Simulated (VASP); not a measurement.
# S3O (Pm-3m) in VASP: notebook, part 4 of 4

VASP 6.6.1. Earlier steps stand in the parts before.

## (7) Single point, PBE+D3(BJ), collinear spin, ferromagnetic start

This run uses another cell than the first one, of 12.99 Å³/atom.

Contents of INCAR:

```
  PREC = Accurate
  ENCUT = 520
  EDIFF = 1E-6
  ISMEAR = 0
  SIGMA = 0.1
  LREAL = F
  LASPH = T
  NELM = 150
  ALGO = Normal
  ISIF = 2
  LWAVE = F
  LCHARG = F
  ISPIN = 2
  MAGMOM = 0 0 0 1.06
  LORBIT = 11
  GGA = PE
  IVDW = 12
  NBANDS = 24
```

Contents of KPOINTS:

```
Automatic mesh
0
Gamma
  12 12 12
```

Contents of POSCAR:

```
S3O
1.0
    3.7318016744      0.0000000000      0.0000000000
    0.0000000000      3.7318016744      0.0000000000
    0.0000000000      0.0000000000      3.7318016744
S O
3 1
Direct
    0.5000000000      0.0000000000      0.5000000000
    0.0000000000      0.5000000000      0.5000000000
    0.5000000000      0.5000000000      0.0000000000
    0.0000000000      0.0000000000      0.0000000000
```

Potentials or basis: VASP PAW PBE potentials, release 64 (S, O).

On the command line:

```
cat potpaw_PBE.64/S/POTCAR potpaw_PBE.64/O/POTCAR > POTCAR
mpirun -np 1 vasp_std > vasp.out
```

OUTCAR:

```text
PREC = Accurate
   ENCUT = 520
   EDIFF = 1E-6
   ISMEAR = 0
   LREAL = F
   LASPH = T
   NELM = 150
   ISIF = 2
   ISPIN = 2
   LORBIT = 11
   GGA = PE
   IVDW = 12
 IVDW          = 12

 ion  position               nearest neighbor table
   1  0.500  0.000  0.500-   2 2.64   3 2.64   3 2.64   2 2.64   3 2.64   3 2.64   2 2.64   2 2.64

   2  0.000  0.500  0.500-   1 2.64   3 2.64   3 2.64   1 2.64   1 2.64   3 2.64   3 2.64   1 2.64

   3  0.500  0.500  0.000-   1 2.64   2 2.64   1 2.64   2 2.64   1 2.64   1 2.64   2 2.64   2 2.64

   4  0.000  0.000  0.000-

  LATTYP: Found a simple cubic cell.
 ALAT       =     3.7318016744

  Lattice vectors:

 A1 = (   3.7318016744,   0.0000000000,   0.0000000000)
 A2 = (   0.0000000000,   3.7318016744,   0.0000000000)
 A3 = (   0.0000000000,   0.0000000000,   3.7318016744)

Analysis of symmetry for initial positions (statically):
=====================================================================
 Subroutine PRICEL returns:
 Original cell was already a primitive cell.

 Routine SETGRP: Setting up the symmetry group for a
 simple cubic supercell.

 Subroutine GETGRP returns: Found 48 space group operations
 (whereof 48 operations were pure point group operations)
 out of a pool of 48 trial point group operations.

The static configuration has the point symmetry O_h .

Analysis of symmetry for dynamics (positions and initial velocities):
=====================================================================
 Subroutine PRICEL returns:
 Original cell was already a primitive cell.

 Routine SETGRP: Setting up the symmetry group for a
 simple cubic supercell.

 Subroutine GETGRP returns: Found 48 space group operations
 (whereof 48 operations were pure point group operations)
 out of a pool of 48 trial point group operations.
[... 165 lines left out ...]
  ---------------------------------------------------
  free energy    TOTEN  =       -11.93466261 eV

  energy without entropy =      -11.91546395  energy(sigma->0) =      -11.92506328

 E-fermi :   7.4853     XC(G=0): -11.5874

 val. band max:        7.4843384570   @ k =   0.4167   0.4167   0.2500
 cond. band min:       7.4974235842   @ k =   0.3333   0.3333   0.3333
 fundamental gap:      0.0130851272
 Fermi energy:         7.4852561610

 spin component 1

 k-point     1 :       0.0000    0.0000    0.0000
  band No.  band energies     occupation
      1     -10.9587      1.00000
      2      -7.3350      1.00000
      3      -3.0256      1.00000
      4      -3.0256      1.00000
      5       0.8324      1.00000
      6       0.8324      1.00000
[... 637 lines left out ...]
     23      21.6374      0.00000
     24      21.7690      0.00000

 [... further k-points ...]

 spin component 2

 k-point     1 :       0.0000    0.0000    0.0000
  band No.  band energies     occupation
      1     -10.9589      1.00000
      2      -7.3354      1.00000
      3      -3.0256      1.00000
      4      -3.0256      1.00000
      5       0.8323      1.00000
      6       0.8323      1.00000
[... 637 lines left out ...]
     23      21.6374      0.00000
     24      21.7689      0.00000

 [... further k-points ...]

------------------------ aborting loop because EDIFF is reached ----------------------------------------

 Edisp (eV)   -1.32135

 E8    (eV) :    -0.4545

  FORCE on cell =-STRESS in cart. coord.  units (eV):
  Direction    XX          YY          ZZ          XY          YZ          ZX
  --------------------------------------------------------------------------------------
  -------------------------------------------------------------------------------------
  Total      -0.57529    -0.57529    -0.57529    -0.00000    -0.00000     0.00000
  in kB     -17.73543   -17.73543   -17.73543    -0.00000    -0.00000     0.00000
  external pressure =      -17.74 kB  Pullay stress =        0.00 kB

 VOLUME and BASIS-vectors are now :
 -----------------------------------------------------------------------------
  energy-cutoff  :      520.00
  volume of cell :       51.97
      direct lattice vectors                 reciprocal lattice vectors
     3.731801674  0.000000000  0.000000000     0.267967081  0.000000000  0.000000000
     0.000000000  3.731801674  0.000000000     0.000000000  0.267967081  0.000000000
     0.000000000  0.000000000  3.731801674     0.000000000  0.000000000  0.267967081

 POSITION                                       TOTAL-FORCE (eV/Angst)
 -----------------------------------------------------------------------------------
      1.86590      0.00000      1.86590         0.000000      0.000000      0.000000
      0.00000      1.86590      1.86590         0.000000      0.000000      0.000000
      1.86590      1.86590      0.00000         0.000000      0.000000      0.000000
      0.00000      0.00000      0.00000         0.000000      0.000000      0.000000
 -----------------------------------------------------------------------------------
    total drift:                               -0.000000      0.000000      0.000000

  FREE ENERGIE OF THE ION-ELECTRON SYSTEM (eV)
  ---------------------------------------------------
  free  energy   TOTEN  =       -13.2560101712 eV

  energy  without entropy=      -13.2368115134  energy(sigma->0) =      -13.24641084

 total charge

# of ion       s       p       d       tot
------------------------------------------
    1        1.453   1.982   0.000   3.434
    2        1.453   1.982   0.000   3.434
    3        1.453   1.982   0.000   3.434
    4        1.622   3.129   0.000   4.752
--------------------------------------------------
tot          5.980   9.075   0.000  15.055

 magnetization (x)

# of ion       s       p       d       tot
------------------------------------------
    1        0.000  -0.000   0.000  -0.000
    2        0.000  -0.000   0.000  -0.000
    3        0.000  -0.000   0.000  -0.000
    4       -0.000  -0.000   0.000  -0.000
--------------------------------------------------
tot         -0.000  -0.000   0.000  -0.000
```

stdout:

```text
POSCAR found type information on POSCAR S O
 POSCAR found :  2 types and       4 ions
 scaLAPACK will be used
 LDA part: xc-table for (Slater+PW92), standard interpolation
 POSCAR, INCAR and KPOINTS ok, starting setup
 FFT: planning ... GRIDC
 FFT: planning ... GRID_SOFT
 FFT: planning ... GRID
 WAVECAR not read
 entering main loop
```

It took 3.5 min on 1 thread of Oxide Virtual Turin-like, shared host; peak memory 0.24 GiB.

Results:

| Item | Value |
| --- | --- |
| Free energy | -13.2560 eV |
| Pressure | -1.8 GPa |
| Band gap on the k mesh | zero (filled and empty bands overlap) |
| Net moment | 0.00 μB per cell |
| Valence electrons inside the program's atomic spheres | S 3.43; O 4.75 |
| Dispersion energy per atom | -0.330 eV |

## (8) Overview

| task | cell | k mesh | cutoff (eV) | gap on the mesh (eV) | pressure (GPa) | moment (μB) | relaxed volume (Å³/atom) |
| --- | --- | --- | --- | --- | --- | --- | --- |
| single point | a = 3.729 Å, 4 atoms | 4 × 4 × 4 | 520 | none | -0.4 | 1.21 | - |
| single point | a = 4.298 Å, 4 atoms | 4 × 4 × 4 | 520 | none | -16.5 | 0.00 | - |
| single point | a = 3.729 Å, 4 atoms | 6 × 6 × 6 | 520 | none | -1.9 | 0.01 | - |
| relaxation of cell and atoms | relaxed from a = 4.298 Å, 4 atoms | 4 × 4 × 4 | 600 | none | -0.3 | 0.00 | 12.79 |
| relaxation of cell and atoms | relaxed from a = 3.729 Å, 4 atoms | 6 × 6 × 6 | 600 | none | 0.2 | 0.01 | 12.68 |
| single point | a = 3.732 Å, 4 atoms | 12 × 12 × 12 | 520 | none | -1.8 | 0.00 | - |

Alike in all rows: level PBE+D3(BJ); potentials or basis VASP PAW PBE potentials, release 64 (S, O); spin collinear, ferromagnetic start; smearing gaussian 0.1 eV.

Caveats: some runs use coarse meshes; the volume moved by over 15 % at a fixed basis, so the end points are rough (at least some runs).

Absolute energies hang on the potentials; compare differences alone.

The gap in the log of VASP goes by the Fermi energy; the results here count the filled bands.